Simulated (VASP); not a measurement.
Runs of VASP 6.6.1 on NaHfO. The structure is that of space group P4/mmm (No. 123), or close to it. The cells are those of the table. 

```tsv
task	cell	k mesh	cutoff (eV)	gap on the mesh (eV)	pressure (GPa)	relaxed volume (Å³/atom)
single point	a = 3.621, b = 3.621, c = 3.673 Å, 3 atoms	6 × 6 × 6	520	none	30.8	-
relaxation of cell and atoms	relaxed from a = 3.483, b = 3.483, c = 4.150 Å, 3 atoms	14 × 14 × 12	600	none	0.0	16.83
single point	a = 3.483, b = 3.483, c = 4.150 Å, 3 atoms	6 × 6 × 6	520	none	-0.6	-
single point	a = 3.495, b = 3.495, c = 4.146 Å, 3 atoms	14 × 14 × 12	520	none	-0.6	-
relaxation of cell and atoms	relaxed from a = 3.621, b = 3.621, c = 3.673 Å, 3 atoms	6 × 6 × 6	600	none	0.0	(a)
```

Alike in all rows: level PBE; potentials or basis VASP PAW PBE potentials, release 64 (Na_pv, Hf_pv, O); no spin polarisation; smearing gaussian 0.1 eV.

Q: Fill in the values left out.

A: (a) 16.75.

Caveats: spin-orbit coupling is left out, which moves the levels of the heavy elements; an odd number of electrons without spin polarisation forces a metal; a magnetic or distorted state may lie lower.

A k mesh can miss the band edges, and the runs leave out spin-orbit coupling on Hf.

A gap of «none» marks levels without a gap at the run's occupations.
